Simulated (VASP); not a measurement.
# Ge in VASP: settings compared

The runs below take Ge through relaxation of cell and atoms, single point, with PBE+D3(BJ), PBE, r2SCAN.

Program: VASP 6.6.1. These are calculated values, not measurements. Logs are shortened: lines on timing, memory, paths and dates and some standing lists are left out, and cuts for length are marked.

## Step 1: The cell of the first run

It takes space group Cmcm (No. 63, orthorhombic). Conventional cell: a = 2.976 Å, b = 5.189 Å, c = 4.728 Å, α = 90.00°, β = 90.00°, γ = 90.00°. Ge (site symmetry m2m) has 12 Ge at 2.92 to 2.99 Å within 3.9 Å.

## Step 2: Relaxation of cell and atoms, PBE+D3(BJ)

INCAR

```
ALGO = Normal
EDIFF = 1E-7
EDIFFG = -0.01
ENCUT = 600
GGA = PE
IBRION = 2
ISIF = 3
ISMEAR = -1
IVDW = 12
LASPH = True
LCHARG = False
LREAL = False
LWAVE = False
NELM = 60
NSW = 60
PREC = Accurate
SIGMA = 0.05
```

KPOINTS

```
k-points
0
Gamma
  10 10 6
```

POSCAR

```
Ge
1.0
    1.4880529250     -2.5946896100      0.0000000000
    1.4880529250      2.5946896100      0.0000000000
    0.0000000000      0.0000000000      4.7275957900
Ge
2
Direct
    0.3334466300      0.6665533700      0.2500000000
    0.6665533700      0.3334466300      0.7500000000
```

Potentials or basis: VASP PAW PBE potentials, release 64 (Ge_d).

Command:

```console
> cat potpaw_PBE.64/Ge_d/POTCAR > POTCAR
> mpirun -np 1 vasp_std > vasp.out
```

OUTCAR:

```text
EDIFF = 1E-7
   EDIFFG = -0.01
   ENCUT = 600
   GGA = PE
   IBRION = 2
   ISIF = 3
   ISMEAR = -1
   IVDW = 12
   LASPH = True
   LREAL = False
   NELM = 60
   NSW = 60
   PREC = Accurate
 IVDW          = 12

 ion  position               nearest neighbor table
   1  0.333  0.667  0.250-
   2  0.667  0.333  0.750-

  LATTYP: Found a base centered orthorhombic cell.
 ALAT       =     2.9761058500
 B/A-ratio  =     1.7436809984
 C/A-ratio  =     1.5885173540

  Lattice vectors:

 A1 = (   1.4880529250,  -2.5946896100,   0.0000000000)
 A2 = (   1.4880529250,   2.5946896100,   0.0000000000)
 A3 = (   0.0000000000,   0.0000000000,   4.7275957900)

Analysis of symmetry for initial positions (statically):
=====================================================================
 Subroutine PRICEL returns:
 Original cell was already a primitive cell.

 Routine SETGRP: Setting up the symmetry group for a
 base centered orthorhombic supercell.

 Subroutine GETGRP returns: Found  8 space group operations
 (whereof  4 operations were pure point group operations)
 out of a pool of  8 trial point group operations.

The static configuration has the point symmetry C_2h.
 The point group associated with its full space group is D_2h.

Analysis of symmetry for dynamics (positions and initial velocities):
=====================================================================
 Subroutine PRICEL returns:
 Original cell was already a primitive cell.

 Routine SETGRP: Setting up the symmetry group for a
 base centered orthorhombic supercell.

 Subroutine GETGRP returns: Found  8 space group operations
 (whereof  4 operations were pure point group operations)
 out of a pool of  8 trial point group operations.

The dynamic configuration has the point symmetry C_2h.
 The point group associated with its full space group is D_2h.

 Subroutine INISYM returns: Found  8 space group operations
 (whereof  4 operations are pure point group operations),
 and found     1 'primitive' translations

----------------------------------------------------------------------------------------

                                     Primitive cell

  volume of cell :      36.5068

  direct lattice vectors                    reciprocal lattice vectors
     1.488052925 -2.594689610  0.000000000     0.336009554 -0.192701277  0.000000000
     1.488052925  2.594689610  0.000000000     0.336009554  0.192701277  0.000000000
     0.000000000  0.000000000  4.727595790     0.000000000  0.000000000  0.211524006

  length of vectors
     2.991106096  2.991106096  4.727595790     0.387345069  0.387345069  0.211524006

  position of ions in fractional coordinates (direct lattice)
     0.333446630  0.666553370  0.250000000
     0.666553370  0.333446630  0.750000000

  ion indices of the primitive-cell ions
   primitive index   ion index
                 1           1
                 2           2

----------------------------------------------------------------------------------------

 KPOINTS: k-points

Automatic generation of k-mesh.
 Grid dimensions read from file:
 generate k-points for:   10   10    6

 Generating k-lattice:

  Cartesian coordinates                     Fractional coordinates (reciprocal lattice)
     0.033600955 -0.019270128  0.000000000     0.100000000 -0.000000000  0.000000000
     0.033600955  0.019270128  0.000000000    -0.000000000  0.100000000  0.000000000
     0.000000000  0.000000000  0.035254001     0.000000000  0.000000000  0.166666667

  Length of vectors
     0.038734507  0.038734507  0.035254001

  Shift w.r.t. Gamma in fractional coordinates (k-lattice)
     0.000000000  0.000000000  0.000000000

 Subroutine IBZKPT returns following result:
 ===========================================

 Found    124 irreducible k-points:

 Following reciprocal coordinates:
            Coordinates               Weight
  0.000000  0.000000  0.000000      1.000000
  0.100000  0.000000  0.000000      4.000000
  0.200000  0.000000  0.000000      4.000000
  0.300000 -0.000000  0.000000      4.000000
  0.400000 -0.000000  0.000000      4.000000
  0.500000 -0.000000  0.000000      2.000000
[... 16 lines left out ...]
  0.300000  0.300000  0.000000      2.000000
  0.400000  0.300000  0.000000      4.000000
 [... further k-points ...]
   k-points           NKPTS =    124   k-points in BZ     NKDIM =    124   number of bands    NBANDS=     18
   number of dos      NEDOS =    301   number of ions     NIONS =      2
   total plane-waves  NPLWV =  23040
   dimension x,y,z NGX =    24 NGY =   24 NGZ =   40
   dimension x,y,z NGXF=    48 NGYF=   48 NGZF=   80
   ions per type =               2
   NGX,Y,Z   is equivalent  to a cutoff of  13.34, 13.34, 14.07 a.u.
   NGXF,Y,Z  is equivalent  to a cutoff of  26.68, 26.68, 28.13 a.u.
 SYSTEM =  unknown system
   PREC   = accura    normal or accurate (medium, high low for compatibility)
   ISTART =      0    job   : 0-new  1-cont  2-samecut
   ICHARG =      2    charge: 1-file 2-atom 10-const
   ISPIN  =      1    spin polarized calculation?
   LNONCOLLINEAR =      F non collinear calculations
   LSORBIT =      F    spin-orbit coupling
   LASPH  =      T    aspherical Exc in radial PAW
   ENCUT  =  600.0 eV  44.10 Ry    6.64 a.u.   5.97  5.97  9.44*2*pi/ulx,y,z
   NELM   =     60;   NELMIN=  2; NELMDL= -5     # of ELM steps
   EDIFF  = 0.1E-06   stopping-criterion for ELM
   LREAL  =      F    real-space projection
   EDIFFG = -.1E-01   stopping-criterion for IOM
   NSW    =     60    number of steps for IOM
   IBRION =      2    ionic relax: 0-MD 1-quasi-New 2-CG
   NFREE  =      1    steps in history (QN), initial steepest desc. (CG)
   ISIF   =      3    stress and relaxation
   ISYM   =      2    0-nonsym 1-usesym 2-fastsym
   POTIM  = 0.5000    time-step for ionic-motion
   TEBEG  =    0.0;   TEEND  =   0.0 temperature during run
   PSTRESS=    0.0 pullay stress
   NELECT =      28.0000    total number of electrons
   NUPDOWN=      -1.0000    fix difference up-down
   EMIN   =  10.00;   EMAX   =-10.00  energy-range for DOS
   EFERMI =   0.00;   METHOD = LEGACY
   ISMEAR =    -1;   SIGMA  =   0.05  broadening in eV -4-tet -1-fermi 0-gaus
   EFERMI_NEDOS =   21; number of points for ismear=-14 and -15
   IALGO  =     38    algorithm
   IMIX   =      4    mixing-type and parameters
     AMIX     =   0.40;   BMIX     =  1.00
     AMIX_MAG =   1.60;   BMIX_MAG =  1.00
  volume/ion in A,a.u.               =      18.25       123.18
  Fermi-wavevector in a.u.,A,eV,Ry     =   1.498544  2.831837 30.553703  2.245634
  Thomas-Fermi vector in A             =   2.610289
   LORBIT       =      0    0 simple, 1 ext, 2 COOP (PROOUT), +10 PAW based schemes
   GGA     = PE    functional components
   LHFCALC =     F    Hartree Fock is set to
   AEXX    =    0.0000 exact exchange contribution
   IVDW    =    12    specifies the selected vdW correction
   LEPSILON=     F    determine dielectric tensor
   LRPA    =     F    only Hartree local field effects (RPA)
 conjugate gradient relaxation of ions
 non-spin polarized calculation
  energy-cutoff  :      600.00
  volume of cell :       36.51
 maximum number of plane-waves:      1237
   NGX = 11   NGY = 11   NGZ = 19

--------------------------------------- Ionic step        1  -------------------------------------------

 number of electron      27.9999997 magnetization

 Free energy of the ion-electron system (eV)
  ---------------------------------------------------
  ext. energy  EPLUGINS =         0.00000000
  ---------------------------------------------------
  free energy    TOTEN  =        -8.36574188 eV

  energy without entropy =       -8.35726675  energy(sigma->0) =       -8.36150431

------------------------ aborting loop because EDIFF is reached ----------------------------------------

 Edisp (eV)   -0.72454

 E8    (eV) :    -0.3198

  FORCE on cell =-STRESS in cart. coord.  units (eV):
  Direction    XX          YY          ZZ          XY          YZ          ZX
  --------------------------------------------------------------------------------------
  -------------------------------------------------------------------------------------
  Total       0.04033     0.08770     0.63892     0.00000    -0.00000     0.00000
  in kB       1.77012     3.84896    28.04019     0.00000    -0.00000     0.00000
  external pressure =       11.22 kB  Pullay stress =        0.00 kB
[... 97 lines left out ...]
  FREE ENERGIE OF THE ION-ELECTRON SYSTEM (eV)
  ---------------------------------------------------
  free  energy   TOTEN  =        -9.0959125282 eV

  energy  without entropy=       -9.0878184564  energy(sigma->0) =       -9.09186549

[... ionic steps 4 to 12 ...]

--------------------------------------- Ionic step       13  -------------------------------------------

 number of electron      27.9999998 magnetization

------------------------ aborting loop because EDIFF is reached ----------------------------------------

 Edisp (eV)   -0.71570

 E8    (eV) :    -0.3159
[... 69 lines left out ...]
  energy  without entropy=       -9.0904648239  energy(sigma->0) =       -9.09394269

--------------------------------------- Ionic step       15  -------------------------------------------

 number of electron      27.9999998 magnetization

 Free energy of the ion-electron system (eV)
  ---------------------------------------------------
  ext. energy  EPLUGINS =         0.00000000
  ---------------------------------------------------
  free energy    TOTEN  =        -8.38179293 eV

  energy without entropy =       -8.37483260  energy(sigma->0) =       -8.37831276

 E-fermi :   6.9873     XC(G=0): -11.4067

 val. band max:        6.9282026497   @ k =  -0.3000   0.1000   0.0000
 cond. band min:       7.0139692881   @ k =   0.3000   0.2000   0.5000
 fundamental gap:      0.0857666384
 Fermi energy:         6.9872920491

 k-point     1 :       0.0000    0.0000    0.0000
  band No.  band energies     occupation
      1     -17.7297      2.00000
      2     -17.7240      2.00000
      3     -17.7238      2.00000
      4     -17.7155      2.00000
      5     -17.7137      2.00000
      6     -17.7065      2.00000
[... 10 lines left out ...]
     17      16.0025      0.00000
     18      16.4495      0.00000
[... 466 lines left out ...]
      2     -17.7104      2.00000
      3     -17.7072      2.00000
      4     -17.7010      2.00000
      5     -17.6882      2.00000
      6     -17.6733      2.00000
[... 10 lines left out ...]
     17       8.2932      0.00000
     18       8.8143      0.00000

 [... further k-points ...]

------------------------ aborting loop because EDIFF is reached ----------------------------------------

 Edisp (eV)   -0.71563

 E8    (eV) :    -0.3158

  FORCE on cell =-STRESS in cart. coord.  units (eV):
  Direction    XX          YY          ZZ          XY          YZ          ZX
  --------------------------------------------------------------------------------------
  -------------------------------------------------------------------------------------
  Total       0.00951     0.00345    -0.00996     0.00000     0.00000     0.00000
  in kB       0.41220     0.14951    -0.43206     0.00000     0.00000     0.00000
  external pressure =        0.04 kB  Pullay stress =        0.00 kB
[... 17 lines left out ...]
  FREE ENERGIE OF THE ION-ELECTRON SYSTEM (eV)
  ---------------------------------------------------
  free  energy   TOTEN  =        -9.0974226970 eV

  energy  without entropy=       -9.0904623684  energy(sigma->0) =       -9.09394253

 reached required accuracy - stopping structural energy minimisation
```

Wall time 3.6 min (1 thread of Intel Xeon 6975P-C (Granite Rapids), shared host); peak memory 0.23 GiB.

Results:

| Property | Result |
| --- | --- |
| Free energy | -9.0974 eV |
| Relaxed volume | 18.47 Å³/atom |
| Relaxed cell | a = 2.987 Å, b = 2.987 Å, c = 4.828 Å, α = 90.00°, β = 90.00°, γ = 120.92° |
| Space group after relaxing (to 0.05 Å) | Cmcm (No. 63) |
| Energy gained by relaxing | 3.6 meV/atom |
| Ionic steps | 15 |
| Pressure after relaxing | 0.0 GPa |
| Largest force after relaxing | 0.007 eV/Å |
| Band gap on the k mesh | zero (band 14 reaches 13.84 eV, above the bottom of band 15 at 4.79 eV) |
| Dispersion energy per atom | -0.358 eV |

Forces in eV/Å, atoms in the order of the input:
```
Ge   0.000 -0.007  0.000
Ge   0.000  0.007  0.000
```

Step by step:
| step | energy change (eV) | largest force (eV/Å) | pressure (GPa) | volume (Å³) |
| --- | --- | --- | --- | --- |
| 1 | 0.0000 | 0.0008 | 1.12 | 36.51 |
| 2 | -0.0056 | 0.0018 | -0.31 | 37.18 |
| 3 | -0.0056 | 0.0022 | -0.51 | 37.29 |
| 4 | -0.0068 | 0.0044 | -0.24 | 37.10 |
| 5 | -0.0069 | 0.0048 | -0.13 | 37.05 |
| 6 | -0.0070 | 0.0053 | -0.01 | 36.97 |
| 7 | -0.0070 | 0.0055 | 0.09 | 36.92 |
| 8 | -0.0071 | 0.0060 | 0.12 | 36.93 |
| 9 | -0.0071 | 0.0061 | 0.10 | 36.93 |
| 10 | -0.0071 | 0.0062 | 0.11 | 36.94 |
| 11 | -0.0071 | 0.0065 | 0.08 | 36.94 |
| 12 | -0.0071 | 0.0066 | 0.01 | 36.94 |
| 13 | -0.0071 | 0.0066 | 0.12 | 36.94 |
| 14 | -0.0071 | 0.0068 | 0.10 | 36.95 |
| 15 | -0.0071 | 0.0068 | 0.00 | 36.95 |

Final structure:
```cif
data_structure
_symmetry_space_group_name_H-M 'P 1'
_symmetry_Int_Tables_number 1
_cell_length_a 2.9866
_cell_length_b 2.9866
_cell_length_c 4.8284
_cell_angle_alpha 90.000
_cell_angle_beta 90.000
_cell_angle_gamma 120.916
_cell_volume 36.95
loop_
_atom_site_label
_atom_site_type_symbol
_atom_site_fract_x
_atom_site_fract_y
_atom_site_fract_z
_atom_site_occupancy
Ge1 Ge 0.33390 0.66610 0.25000 1
Ge2 Ge 0.66610 0.33390 0.75000 1
```

Levels at points of the mesh, in eV from the Fermi level:
```csv
k point,band 10,band 11,band 12,band 13,band 14,band 15,band 16,band 17,band 18
"(0.00, 0.00, 0.00)",-24.61,-13.32,-7.83,-5.61,6.72,7.06,8.69,9.02,9.46
"(0.50, 0.00, 0.00)",-24.61,-8.28,-7.00,-2.50,-1.54,-0.86,1.40,2.54,6.51
"(0.50, 0.50, 0.00)",-24.61,-8.48,-7.14,-2.61,-1.61,-1.03,1.28,2.97,6.91
"(0.00, 0.00, 0.50)",-24.64,-11.72,-11.72,1.37,1.37,7.79,7.79,8.12,8.12
"(0.50, 0.00, 0.50)",-24.61,-6.92,-6.92,-4.90,-4.90,4.10,4.10,4.78,4.78
"(0.50, 0.50, 0.50)",-24.61,-7.12,-7.12,-4.98,-4.98,4.54,4.54,4.79,4.79
```

Caveat: pairwise dispersion overbinds metals, which lowers pressure and volume.

(Part 1 of 3 ends here.)
